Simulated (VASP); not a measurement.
The system is Cd2I3.

```xyz
5
Lattice="5.1273 0.0000 0.0000 0.0000 6.3076 0.0000 0.0000 0.0000 7.6039" Properties=species:S:1:pos:R:3 pbc="T T T"
Cd    2.5637    3.1538    3.8020
Cd    2.5637    0.0000    3.8020
I     0.0000    0.0000    3.8020
I     2.5637    0.0000    0.0000
I     0.0000    0.0000    0.0000
```

The cell was generated, and may not be a known phase.

```yaml
Program: VASP 6.6.1
Task: relaxation of cell and atoms
Functional: PBE
Potentials_or_basis: VASP PAW PBE potentials, release 64 (Cd, I)
Cutoff: 600 eV
k_mesh: 4 × 4 × 2
Occupations: gaussian, width 0.1 eV
Spin: no spin polarisation
```

At the start: pressure 8.6 GPa; volume 49.18 Å³/atom.

**Question.** Where does the relaxation end?

**Answer.** Over 13 steps the energy falls by 492.6 meV/atom and the volume is 54.39 Å³/atom (+10.6 %); space group Pmmm (No. 47, to 0.1 Å) before and after.

The path:
| step | energy change (eV) | largest force (eV/Å) | pressure (GPa) | volume (Å³) |
| --- | --- | --- | --- | --- |
| 1 | 0.0000 | 0.0000 | 8.57 | 245.92 |
| 2 | -1.3892 | 0.0000 | -2.17 | 340.47 |
| 3 | -2.3156 | 0.0000 | -0.37 | 288.14 |
| 4 | -2.3174 | 0.0000 | -0.30 | 287.29 |
| 5 | -2.3181 | 0.0000 | -0.20 | 286.24 |
| 6 | -2.3586 | 0.0000 | -0.22 | 283.87 |
| 7 | -2.4475 | 0.0000 | -0.14 | 276.27 |
| 8 | -2.2486 | 0.0000 | 0.97 | 258.73 |
| 9 | -2.4596 | 0.0000 | -0.08 | 273.80 |
| 10 | -2.4621 | 0.0000 | -0.01 | 271.95 |
| 11 | -2.4621 | 0.0000 | -0.02 | 272.26 |
| 12 | -2.4625 | 0.0000 | 0.12 | 271.78 |
| 13 | -2.4628 | 0.0000 | 0.06 | 271.97 |

Final structure:
```
Cd I
1.0
     5.95575    0.00000    0.00000
     0.00000    5.71699    0.00000
     0.00000    0.00000    7.98760
Cd I
2 3
Cartesian
  2.9779 2.8585 3.9938
  2.9779 0.0000 3.9938
  0.0000 0.0000 3.9938
  2.9779 0.0000 0.0000
  0.0000 0.0000 0.0000
```

Caveat: the k points lie up to 0.39 Å⁻¹ apart in the final cell, too coarse for converged energies and pressures of a metal; a cell axis changed by over 15 % at a fixed basis, so the end point is rough; an odd number of electrons without spin polarisation forces a metal; a magnetic or distorted state may lie lower.
